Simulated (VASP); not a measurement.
# Mo (Cmme) in VASP: single point with PBE

Aim: the single point of Mo with PBE.

Program: VASP 6.6.1. These are calculated values, not measurements. Logs are shortened: lines on timing, memory, paths and dates and some standing lists are left out, and cuts for length are marked.

## 1. The cell of the first run

Symmetry: Cmme, No. 67, orthorhombic system. The conventional cell has a = 3.160 Å, b = 4.470 Å, c = 8.789 Å, α = 90.00°, β = 90.00°, γ = 90.00°. Within 3.5 Å of Mo (site symmetry mm2) lie 14 Mo at 2.62 to 3.16 Å. Within 3.6 Å of Mo (site symmetry mm2) lie 14 Mo at 2.74 to 3.16 Å.

## 2. Single point, PBE (the distance across one plane changed)

Input file INCAR:

```
ALGO = Fast
EDIFF = 1E-7
ENCUT = 520
GGA = PE
ISIF = 2
ISMEAR = 0
LASPH = True
LCHARG = True
LELF = True
LREAL = False
LVHAR = True
LWAVE = False
NBANDS = 36
NELM = 60
PREC = Accurate
SIGMA = 0.15
```

Input file KPOINTS:

```
k-points
0
Gamma
  23 23 7
```

Input file POSCAR:

```
Mo
1.0
   -1.5802194352      1.5802194352     -1.5802194352
   -1.5802194352     -1.5802194352      1.5802194352
    0.0000000000      6.2148117234      6.2148117234
Mo
4
Direct
    0.0000000000      0.0000000000      0.8899333188
    0.5000000000      0.5000000000      0.1271333313
    0.0000000000      0.0000000000      0.3813999938
    0.5000000000      0.5000000000      0.6356666563
```

Potentials or basis: VASP PAW PBE potentials, release 64 (Mo_sv).

The run is started by

```console
> cat potpaw_PBE.64/Mo_sv/POTCAR > POTCAR
> mpirun -np 1 vasp_std > vasp.out
```

OUTCAR:

```text
EDIFF = 1E-7
   ENCUT = 520
   GGA = PE
   ISIF = 2
   ISMEAR = 0
   LASPH = True
   LREAL = False
   NELM = 60
   PREC = Accurate

 ion  position               nearest neighbor table
   1  0.000  0.000  0.890-   2 2.62   2 2.62   4 2.74   4 2.74   2 3.06   2 3.06   4 3.16   4 3.16

   2  0.500  0.500  0.127-   1 2.62   1 2.62   3 2.74   3 2.74   1 3.06   1 3.06   3 3.16   3 3.16

   3  0.000  0.000  0.381-   2 2.74   4 2.74   2 2.74   4 2.74   2 3.16   4 3.16   2 3.16   4 3.16

   4  0.500  0.500  0.636-   1 2.74   1 2.74   3 2.74   3 2.74   1 3.16   1 3.16   3 3.16   3 3.16

  LATTYP: Found a base centered orthorhombic cell.
 ALAT       =     3.1604388704
 B/A-ratio  =     1.4142135624
 C/A-ratio  =     2.7809653619

  Lattice vectors:

 A1 = (  -1.5802194352,   1.5802194352,  -1.5802194352)
 A2 = (  -1.5802194352,  -1.5802194352,   1.5802194352)
 A3 = (   0.0000000000,   6.2148117234,   6.2148117234)

Analysis of symmetry for initial positions (statically):
=====================================================================
 Subroutine PRICEL returns:
 Original cell was already a primitive cell.

 Routine SETGRP: Setting up the symmetry group for a
 base centered orthorhombic supercell.

 Subroutine GETGRP returns: Found  8 space group operations
 (whereof  4 operations were pure point group operations)
 out of a pool of  8 trial point group operations.

The static configuration has the point symmetry C_2v.
 The point group associated with its full space group is D_2h.

Analysis of symmetry for dynamics (positions and initial velocities):
=====================================================================
 Subroutine PRICEL returns:
 Original cell was already a primitive cell.

 Routine SETGRP: Setting up the symmetry group for a
 base centered orthorhombic supercell.

 Subroutine GETGRP returns: Found  8 space group operations
 (whereof  4 operations were pure point group operations)
 out of a pool of  8 trial point group operations.

The dynamic configuration has the point symmetry C_2v.
 The point group associated with its full space group is D_2h.

 Subroutine INISYM returns: Found  8 space group operations
 (whereof  4 operations are pure point group operations),
 and found     1 'primitive' translations

----------------------------------------------------------------------------------------

                                     Primitive cell

  volume of cell :      62.0759

  direct lattice vectors                    reciprocal lattice vectors
    -1.580219435  1.580219435 -1.580219435    -0.316411752  0.158205876 -0.158205876
    -1.580219435 -1.580219435  1.580219435    -0.316411752 -0.158205876  0.158205876
     0.000000000  6.214811723  6.214811723     0.000000000  0.080452960  0.080452960

  length of vectors
     2.737020349  2.737020349  8.789071027     0.387523670  0.387523670  0.113777667

  position of ions in fractional coordinates (direct lattice)
     0.000000000  0.000000000  0.889933319
     0.500000000  0.500000000  0.127133331
     0.000000000  0.000000000  0.381399994
     0.500000000  0.500000000  0.635666656

  ion indices of the primitive-cell ions
   primitive index   ion index
                 1           1
                 2           2
                 3           3
                 4           4

----------------------------------------------------------------------------------------

 KPOINTS: k-points

Automatic generation of k-mesh.
 Grid dimensions read from file:
 generate k-points for:   23   23    7

 Generating k-lattice:

  Cartesian coordinates                     Fractional coordinates (reciprocal lattice)
    -0.013757033  0.006878516 -0.006878516     0.043478261  0.000000000  0.000000000
    -0.013757033 -0.006878516  0.006878516     0.000000000  0.043478261  0.000000000
     0.000000000  0.011493280  0.011493280     0.000000000  0.000000000  0.142857143

  Length of vectors
     0.016848855  0.016848855  0.016253952

  Shift w.r.t. Gamma in fractional coordinates (k-lattice)
     0.000000000  0.000000000  0.000000000

 Subroutine IBZKPT returns following result:
 ===========================================

 Found    576 irreducible k-points:

 Following reciprocal coordinates:
            Coordinates               Weight
  0.000000  0.000000  0.000000      1.000000
  0.043478  0.000000  0.000000      4.000000
  0.086957  0.000000  0.000000      4.000000
  0.130435  0.000000  0.000000      4.000000
  0.173913  0.000000  0.000000      4.000000
  0.217391  0.000000  0.000000      4.000000
[... 16 lines left out ...]
  0.478261  0.043478  0.000000      4.000000
 -0.478261  0.043478  0.000000      4.000000
 [... further k-points ...]
   k-points           NKPTS =    576   k-points in BZ     NKDIM =    576   number of bands    NBANDS=     36
   number of dos      NEDOS =    301   number of ions     NIONS =      4
   total plane-waves  NPLWV =  28000
   dimension x,y,z NGX =    20 NGY =   20 NGZ =   70
   dimension x,y,z NGXF=    40 NGYF=   40 NGZF=  140
   ions per type =               4
   NGX,Y,Z   is equivalent  to a cutoff of  12.15, 12.15, 13.24 a.u.
   NGXF,Y,Z  is equivalent  to a cutoff of  24.30, 24.30, 26.48 a.u.
 SYSTEM =  unknown system
   PREC   = accura    normal or accurate (medium, high low for compatibility)
   ISTART =      0    job   : 0-new  1-cont  2-samecut
   ICHARG =      2    charge: 1-file 2-atom 10-const
   ISPIN  =      1    spin polarized calculation?
   LNONCOLLINEAR =      F non collinear calculations
   LSORBIT =      F    spin-orbit coupling
   LASPH  =      T    aspherical Exc in radial PAW
   ENCUT  =  520.0 eV  38.22 Ry    6.18 a.u.   5.09  5.09 16.34*2*pi/ulx,y,z
   NELM   =     60;   NELMIN=  2; NELMDL= -5     # of ELM steps
   EDIFF  = 0.1E-06   stopping-criterion for ELM
   LREAL  =      F    real-space projection
   EDIFFG = 0.1E-05   stopping-criterion for IOM
   NSW    =      0    number of steps for IOM
   IBRION =     -1    ionic relax: 0-MD 1-quasi-New 2-CG
   NFREE  =      0    steps in history (QN), initial steepest desc. (CG)
   ISIF   =      2    stress and relaxation
   ISYM   =      2    0-nonsym 1-usesym 2-fastsym
   POTIM  = 0.5000    time-step for ionic-motion
   TEBEG  =    0.0;   TEEND  =   0.0 temperature during run
   PSTRESS=    0.0 pullay stress
   NELECT =      56.0000    total number of electrons
   NUPDOWN=      -1.0000    fix difference up-down
   EMIN   =  10.00;   EMAX   =-10.00  energy-range for DOS
   EFERMI =   0.00;   METHOD = LEGACY
   ISMEAR =     0;   SIGMA  =   0.15  broadening in eV -4-tet -1-fermi 0-gaus
   EFERMI_NEDOS =   21; number of points for ismear=-14 and -15
   IALGO  =     68    algorithm
   IMIX   =      4    mixing-type and parameters
     AMIX     =   0.40;   BMIX     =  1.00
     AMIX_MAG =   1.60;   BMIX_MAG =  1.00
  volume/ion in A,a.u.               =      15.52       104.73
  Fermi-wavevector in a.u.,A,eV,Ry     =   1.581843  2.989249 34.044849  2.502226
  Thomas-Fermi vector in A             =   2.681856
   LORBIT       =      0    0 simple, 1 ext, 2 COOP (PROOUT), +10 PAW based schemes
   GGA     = PE    functional components
   LHFCALC =     F    Hartree Fock is set to
   AEXX    =    0.0000 exact exchange contribution
   IVDW    =     0    specifies the selected vdW correction
   LEPSILON=     F    determine dielectric tensor
   LRPA    =     F    only Hartree local field effects (RPA)
 non-spin polarized calculation
 RMM-DIIS sequential band-by-band and
 Gauss-broadening in eV      SIGMA  =   0.15
  energy-cutoff  :      520.00
  volume of cell :       62.08
 maximum number of plane-waves:      1700
   NGX = 11   NGY = 11   NGZ = 33

 number of electron      55.9999991 magnetization

 Free energy of the ion-electron system (eV)
  ---------------------------------------------------
  ext. energy  EPLUGINS =         0.00000000
  ---------------------------------------------------
  free energy    TOTEN  =       -43.66622899 eV

  energy without entropy =      -43.64135768  energy(sigma->0) =      -43.65379334

 E-fermi :  12.7258     XC(G=0): -13.4287

 val. band max:       12.7254633352   @ k =   0.1739   0.0870   0.2857
 cond. band min:      12.7315889546   @ k =  -0.2174   0.0870   0.2857
 fundamental gap:      0.0061256194
 Fermi energy:        12.7258328771

 k-point     1 :       0.0000    0.0000    0.0000
  band No.  band energies     occupation
      1     -48.5768      2.00000
      2     -48.4486      2.00000
      3     -48.4143      2.00000
      4     -48.2728      2.00000
      5     -23.2851      2.00000
      6     -22.6180      2.00000
[... 28 lines left out ...]
     35      14.4520      0.00000
     36      14.6361      0.00000

 k-point     2 :       0.0435    0.0000    0.0000
  band No.  band energies     occupation
      1     -48.5731      2.00000
      2     -48.4461      2.00000
      3     -48.4121      2.00000
      4     -48.2718      2.00000
      5     -23.2767      2.00000
      6     -22.6248      2.00000
[... 28 lines left out ...]
     35      14.4366      0.00000
     36      14.5268      0.00000

 k-point     3 :       0.0870    0.0000    0.0000
  band No.  band energies     occupation
      1     -48.5622      2.00000
      2     -48.4387      2.00000
      3     -48.4056      2.00000
      4     -48.2691      2.00000
      5     -23.2519      2.00000
      6     -22.6457      2.00000
[... 28 lines left out ...]
     35      14.3441      0.00000
     36      14.5029      0.00000
[... 742 lines left out ...]
 k-point    23 :       0.4783    0.0435    0.0000
  band No.  band energies     occupation
      1     -48.3086      2.00000
      2     -48.3052      2.00000
      3     -48.2925      2.00000
      4     -48.2867      2.00000
      5     -23.2664      2.00000
      6     -23.2661      2.00000
[... 28 lines left out ...]
     35      15.3660      0.00000
     36      15.4504      0.00000

 k-point    24 :      -0.4783    0.0435    0.0000
  band No.  band energies     occupation
      1     -48.3247      2.00000
      2     -48.3012      2.00000
      3     -48.3008      2.00000
      4     -48.2693      2.00000
      5     -23.2573      2.00000
      6     -23.2568      2.00000
[... 28 lines left out ...]
     35      15.6143      0.00000
     36      15.6633      0.00000

 [... further k-points ...]

------------------------ aborting loop because EDIFF is reached ----------------------------------------

  FORCE on cell =-STRESS in cart. coord.  units (eV):
  Direction    XX          YY          ZZ          XY          YZ          ZX
  --------------------------------------------------------------------------------------
  -------------------------------------------------------------------------------------
  Total        1.5139370      2.6010677      2.6010677      0.0000000      0.7169571      0.0000000
  in kB       39.0746981     67.1335277     67.1335277      0.0000000     18.5046541      0.0000000
  external PRESSURE =      57.7805845 kB  Pullay stress =       0.0000000 kB

 VOLUME and BASIS-vectors are now :
 -----------------------------------------------------------------------------
  energy-cutoff  :      520.00
  volume of cell :       62.08
      direct lattice vectors                 reciprocal lattice vectors
    -1.580219435  1.580219435 -1.580219435    -0.316411752  0.158205876 -0.158205876
    -1.580219435 -1.580219435  1.580219435    -0.316411752 -0.158205876  0.158205876
     0.000000000  6.214811723  6.214811723     0.000000000  0.080452960  0.080452960

 POSITION                                       TOTAL-FORCE (eV/Angst)
 -----------------------------------------------------------------------------------
      0.00000      5.53077      5.53077         0.000000     -0.833285     -0.833285
     -1.58022      0.79011      0.79011        -0.000000      0.833285      0.833285
      0.00000      2.37033      2.37033        -0.000000      0.040681      0.040681
     -1.58022      3.95055      3.95055         0.000000     -0.040681     -0.040681
 -----------------------------------------------------------------------------------
    total drift:                               -0.000000     -0.000009     -0.000009

  FREE ENERGIE OF THE ION-ELECTRON SYSTEM (eV)
  ---------------------------------------------------
  free  energy   TOTEN  =       -43.6662289942 eV

  energy  without entropy=      -43.6413576768  energy(sigma->0) =      -43.65379334
```

Wall time 14 min (1 thread of AMD EPYC 9R45 (Zen 5), shared host); peak memory 0.84 GiB.

What came out:

```
Free energy            : -43.6662 eV
Pressure               : 5.8 GPa
Largest force          : 1.178 eV/Å
Band gap on the k mesh : zero (bands 28 and 29 overlap by 2.97 eV)
```

Forces on the atoms (eV/Å):
```
Mo   0.000 -0.833 -0.833
Mo   0.000  0.833  0.833
Mo   0.000  0.041  0.041
Mo   0.000 -0.041 -0.041
```

Stress tensor (GPa, compression positive):
```
3.91 0.00 0.00
0.00 6.71 1.85
0.00 1.85 6.71
```

Caveat: the cell differs from its parent crystal (the distance across one plane changed); the cell stands under pressure; forces of over 1 eV/Å act on the atoms, so gaps and moduli don't describe the material at rest.
